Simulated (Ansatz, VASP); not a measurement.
**Two plane-wave programs on SrO**

The input POSCAR:

```
SrO
1.0
    3.1028650671      0.0000000000      0.0000000000
    0.0000000000      3.1028650671      0.0000000000
    0.0000000000      0.0000000000      3.0324300301
Sr O
1 1
Direct
    0.0000000000      0.0000000000      0.0000000000
    0.5000000000      0.5000000000      0.5000000000
```

Contents of INCAR.step1:

```
PREC = Accurate ; ENCUT = 520
ISMEAR = 0 ; SIGMA = 0.01
LREAL = False ; LASPH = True
NELM = 100 ; NBANDS = 15
GGA = PE ; ALGO = Normal
EDIFF = 1E-4 ; LWAVE = True
LCHARG = False
```

Contents of INCAR.step2:

```
PREC = Accurate ; ENCUT = 520
EDIFF = 1E-7 ; ISMEAR = 0
SIGMA = 0.01 ; LREAL = False
LASPH = True ; NELM = 100
ALGO = Normal ; ISIF = 2
LWAVE = False ; LCHARG = False
METAGGA = R2SCAN ; LMIXTAU = True
NBANDS = 15 ; ISTART = 1
```

File KPOINTS:

```
Automatic mesh
0
Gamma
  8 8 8
```

Input for Ansatz:

```yaml
crystal:
  lattice:
    - [3.1028650671, 0.0, 0.0]
    - [0.0, 3.1028650671, 0.0]
    - [0.0, 0.0, 3.0324300301]
  atoms:
    - { symbol: Sr, position: [0.0, 0.0, 0.0] }
    - { symbol: O, position: [0.5, 0.5, 0.5] }
kpoints:
  mp_grid: { grid: [8, 8, 8] }
  band_path:
    path: [[0.0, 0.0, 0.0], [0.0, 0.5, 0.0], [0.5, 0.5, 0.0], [0.5, 0.5, 0.5]]
    npoints: 1
hamiltonian:
  xc: r2scan
scf:
  occupations: { method: fixed }
  n_extra_bands: 4
output:
  forces: true
  stress: true
  eigenvalues: true
```

Change from the starting cell: uniaxial_z strain -2.3%.

Alike in both runs: task single point; functional r2SCAN; k mesh 8 × 8 × 8; no spin polarisation.

```csv
,VASP,Ansatz
version,VASP 6.6.1,Ansatz 0.2.0
potentials or method,"VASP PAW PBE potentials, release 64 (Sr_sv, O)","plane waves, PAW"
plane-wave cutoff (eV),520,500
occupations,"gaussian, width 0.01 eV",fixed
valence electrons in the cell,16,16
```

```csv
,VASP,Ansatz,Ansatz less VASP
gap on the k mesh at the Fermi level (eV),3.12,3.19,+0.064
pressure (GPa),3.3,2.5,-0.83
"traceless stress, the component that is largest in VASP (GPa)",4.93,4.90,-0.028
```

VASP's potentials were made for PBE, not for r2SCAN.
